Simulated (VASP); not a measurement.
GdN (rocksalt type):

```
Gd N
1.0
     0.00000    2.40024    2.40024
     2.40024    0.00000    2.40024
     2.40024    2.40024    0.00000
Gd N
1 1
Direct
  0.00000 0.00000 0.00000
  0.50000 0.50000 0.50000
```

| Item | Value |
| --- | --- |
| Program | VASP 6.6.1 |
| Task | relaxation of cell and atoms |
| Functional | PBE |
| Potentials or basis | VASP PAW PBE potentials, release 64 (Gd, N) |
| Cutoff | 600 eV |
| k mesh | 15 × 15 × 15 |
| Occupations | fermi-dirac, width 0.05 eV |
| Spin | collinear spin, ferromagnetic start |
| Starting moments | [7.0, 0.0] μB |

At the start: pressure 20.9 GPa; volume 13.83 Å³/atom.

Q: Where does the relaxation end?

A: Over 4 steps the energy falls by 98.3 meV/atom and the volume is 15.49 Å³/atom (+12.0 %); space group Fm-3m (No. 225, to 0.1 Å) before and after; moment 7.00 μB per cell.

The path:
| step | energy change (eV) | largest force (eV/Å) | pressure (GPa) | volume (Å³) |
| --- | --- | --- | --- | --- |
| 1 | 0.0000 | 0.0000 | 20.93 | 27.66 |
| 2 | 0.0483 | 0.0000 | -15.28 | 35.54 |
| 3 | -0.1964 | 0.0000 | -0.48 | 31.06 |
| 4 | -0.1965 | 0.0000 | -0.01 | 30.97 |

Final structure:
```xyz
2
Lattice="0.0000 2.4926 2.4926 2.4926 0.0000 2.4926 2.4926 2.4926 0.0000" Properties=species:S:1:pos:R:3 pbc="T T T"
Gd    0.0000    0.0000    0.0000
N     2.4926    2.4926    2.4926
```

Caveat: a cell with one magnetic atom can't hold antiferromagnetic order, which such compounds often take; semilocal functionals describe open f shells poorly, which spoils levels, moments and volumes.
